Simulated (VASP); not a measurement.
Write the native input for VASP 6.6.1 that does the following.

```
Task                   : single point
Functional             : PBEsol
Potentials or basis    : VASP PAW PBE potentials, release 64 (Cu)
Cutoff                 : 520 eV
k mesh                 : 24 × 24 × 24
Occupations            : gaussian, width 0.15 eV
Spin                   : no spin polarisation
Dipole correction      : no
Further INCAR settings : ALGO = Fast; EDIFF = 1e-06; NBANDS = 12
```

The structure of Cu lies in POSCAR:

```
Cu
1.0
   -1.4427933200      1.4152716910      1.3472255836
    1.4427933200     -1.4703149490      1.4049373164
    1.4427933200      1.4703149490     -1.4049373164
Cu
1
Direct
    0.0000000000      0.0000000000      0.0000000000
```

This cell differs from its parent crystal: strain -0.0400 x Voigt [0, 0, 0, 1, 0, 0].

One way to write it, as run:

INCAR

```
SYSTEM = Cu
PREC = Accurate
ENCUT = 520
EDIFF = 1E-6
ISMEAR = 0
SIGMA = 0.15
LREAL = .False.
LASPH = .True.
NELM = 100
ALGO = Fast
ISIF = 2
LWAVE = .False.
LCHARG = .False.
GGA = PS
NBANDS = 12
```

KPOINTS

```
regular mesh
0
Gamma
  24 24 24
  0 0 0
```

Potentials or basis: VASP PAW PBE potentials, release 64 (Cu).

Command:

```bash
$ cat potpaw_PBE.64/Cu/POTCAR > POTCAR
$ mpirun -np 1 vasp_std > vasp.out
```

It gave:

The pressure is -0.3 GPa. The band gap on the k mesh is zero (an odd number of electrons rules out a gap without spin polarisation).

Caveat: the cell differs from its parent crystal (strain -0.0400 x Voigt [0, 0, 0, 1, 0, 0]); the PAW data sets were made with another functional, which shifts forces and pressure a little.

Wall time 11 min on 1 thread of Intel Xeon 8259CL, on a shared host, peak memory 0.57 GiB.
